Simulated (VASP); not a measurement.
Set up this calculation in VASP 6.6.1, as the native input.

```
Task                   : single point
Functional             : LDA
Potentials or basis    : VASP PAW LDA potentials, release 64 (Cs_sv, H)
Cutoff                 : 520 eV
k mesh                 : 6 × 6 × 6
Occupations            : gaussian, width 0.02 eV
Spin                   : no spin polarisation
Dipole correction      : no
Further INCAR settings : ALGO = Normal; EDIFF = 1e-06; NBANDS = 18
```

The structure of CsH lies in POSCAR:

```
CsH
1.0
    3.2341853133      3.2341853133      0.0000000000
   -3.2341853133      3.2341853133      0.0000000000
    0.0000000000      0.0000000000      6.0580408365
Cs H
2 2
Direct
    0.0000000000      0.0000000000      0.0000000000
    0.5000000000      0.5000000000      0.5000000000
    0.5000000000      0.5000000000      0.0000000000
    0.0000000000      0.0000000000      0.5000000000
```

These files were run (other wordings do the same):

INCAR

```
SYSTEM = CsH
PREC     = Accurate       ! precision mode
ENCUT    = 520            ! plane-wave cutoff, eV
EDIFF    = 1E-6           ! SCF threshold, eV
ISMEAR   = 0              ! smearing method
SIGMA    = 0.02           ! smearing width, eV
LREAL    = .FALSE.        ! projectors in reciprocal space
LASPH    = .TRUE.         ! aspherical terms in the spheres
NELM     = 100            ! most SCF steps
ALGO     = Normal         ! electronic algorithm
ISIF     = 2              ! what is computed and relaxed
LWAVE    = .FALSE.        ! write WAVECAR
LCHARG   = .FALSE.        ! write CHGCAR
GGA      = CA             ! functional
NBANDS   = 18             ! bands
```

KPOINTS

```
regular mesh
0
G
  6 6 6
  0 0 0
```

Potentials or basis: VASP PAW LDA potentials, release 64 (Cs_sv, H).

Command:

```bash
$ cat potpaw_LDA.64/Cs_sv/POTCAR potpaw_LDA.64/H/POTCAR > POTCAR
$ mpirun -np 1 vasp_std > vasp.out
```

Results of the run:

```yaml
Pressure: -1.0 GPa
Band_gap_on_the_k_mesh: 1.88 eV
```

Caveat: spin-orbit coupling is left out, which moves the levels of the heavy elements.

It took 26 s on 1 thread of Intel(R) Xeon(R) Platinum 8559C (Emerald Rapids), with other jobs on the host, peak memory 0.24 GiB.
